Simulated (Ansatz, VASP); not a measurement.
**Si2W: VASP beside Ansatz**

```xyz
3
Lattice="-1.6146 1.6146 3.9335 1.6146 -1.6146 3.9335 1.6146 1.6146 -3.9335" Properties=species:S:1:pos:R:3 pbc="T T T"
Si    0.0000    0.0000    2.6321
Si    0.0000    0.0000    5.2349
W     0.0000    0.0000    0.0000
```

Alike in both runs: functional PBE; k mesh 18 × 18 × 18; occupations gaussian, width 0.1 eV; no spin polarisation.

Ansatz relaxed the structure, and its values are those at the end. VASP's run is a single point on that final structure, the one shown.

|  | VASP | Ansatz |
| --- | --- | --- |
| version | VASP 6.6.1 | Ansatz 0.2.0 |
| potentials or method | VASP PAW PBE potentials, release 64 (Si, W_sv), cutoff 520 eV | scalar-relativistic, plane waves, PAW |
| valence electrons in the cell | 22 | 22 |

Ansatz gave:

```
gap on the k mesh at the Fermi level (eV) : none
pressure (GPa)                            : 0.0
```

Which values does VASP return?

gap on the k mesh at the Fermi level (eV): none; pressure (GPa): 0.1.

A gap of «none» marks a metal or a gap that the smearing closes.

Neither program's run includes spin-orbit coupling.
